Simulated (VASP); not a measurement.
Runs of VASP 6.6.1 on Sb. The typed cell holds 1 atom: a = 3.184 Å, b = 3.138 Å, c = 3.164 Å, α = 92.05°, β = 92.86°, γ = 90.31°. 

```tsv
level	potentials or basis	k mesh	smearing	gap on the mesh (eV)	pressure (GPa)
LDA	VASP PAW LDA potentials, release 64 (Sb)	6 × 6 × 6	gaussian 0.005 eV	none	-4.9
PBE	VASP PAW PBE potentials, release 64 (Sb)	8 × 8 × 8	fermi-dirac 0.05 eV	none	-2.4
PBEsol	VASP PAW PBE potentials, release 64 (Sb)	8 × 8 × 8	fermi-dirac 0.05 eV	none	(a)
LDA	VASP PAW LDA potentials, release 64 (Sb)	6 × 6 × 6	gaussian 0.025 eV	none	-4.9
LDA	VASP PAW LDA potentials, release 64 (Sb)	6 × 6 × 6	gaussian 0.05 eV	none	-4.9
LDA	VASP PAW LDA potentials, release 64 (Sb)	6 × 6 × 6	gaussian 0.01 eV	none	-4.9
```

Alike in all rows: task single point; no spin polarisation; cell as given; cutoff (eV) 520.

Estimate the missing entries.

(a) -4.7.

Caveats: spin-orbit coupling is left out, which moves the levels of the heavy elements; the PAW data sets were made with another functional, which shifts forces and pressure a little (some runs).

A k mesh can miss the band edges, and the runs leave out spin-orbit coupling on Sb.

A gap of «none» marks levels without a gap at the run's occupations.
